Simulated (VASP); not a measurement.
CsSnI3: single point with HSE06

The system is CsSnI3.

```xyz
5
Lattice="6.2415 0.0000 0.0000 0.0000 6.2415 0.0000 0.0000 0.0000 6.0542" Properties=species:S:1:pos:R:3 pbc="T T T"
Cs    0.0000    0.0000    0.0000
Sn    3.1207    3.1207    3.0271
I     3.1207    3.1207    0.0000
I     3.1207    0.0000    3.0271
I     0.0000    3.1207    3.0271
```

This cell differs from its parent crystal: uniaxial z strain -3.0%.

```yaml
Program: VASP 6.6.1
Task: single point
Functional: HSE06
Potentials_or_basis: VASP PAW PBE potentials, release 64 (Cs_sv, Sn_d, I)
Cutoff: 520 eV
k_mesh: 2 × 2 × 2
Occupations: gaussian, width 0.01 eV
Spin: no spin polarisation
Dipole_correction: no
Grid_for_exact_exchange_PRECFOCK: Fast
Further_INCAR_settings: ALGO = Normal; EDIFF = 1e-06; NBANDS = 30
Share_of_exact_exchange: 0.25
Screening_parameter: 0.2079 1/Å
```

The pressure is 2.1 GPa and the band gap on the k mesh is 0.62 eV.

Stress tensor (GPa, compression positive):
```
1.59 0.00 0.00
0.00 1.59 0.00
0.00 0.00 3.09
```

Levels at points of the mesh, in eV from the valence-band top:
```
           k point  band 20  band 21  band 22  band 23  band 24  band 25
(0.00, 0.00, 0.00)    -2.58    -2.55    -2.55     2.76     3.63     3.71
(0.50, 0.00, 0.00)    -2.71    -2.68    -1.90     1.50     4.35     4.50
(0.50, 0.50, 0.00)    -2.94    -2.15    -1.05     1.18     1.18     4.86
(0.00, 0.00, 0.50)    -2.71    -2.71    -1.65     1.57     4.49     4.52
(0.50, 0.00, 0.50)    -2.95    -2.09    -0.82     1.07     1.27     4.46
(0.50, 0.50, 0.50)    -2.07    -2.07     0.00     0.62     0.62     0.85
```

It took 12 min on 1 thread of Oxide Virtual Turin-like Processor, with other jobs on the host, peak memory 0.43 GiB.

Caveat: the k points lie up to 0.52 Å⁻¹ apart; the cell differs from its parent crystal (uniaxial z strain -3.0%); the PAW data sets were made with another functional, which shifts forces and pressure a little; spin-orbit coupling is left out, which moves the levels of the heavy elements. A k mesh can miss the band edges.
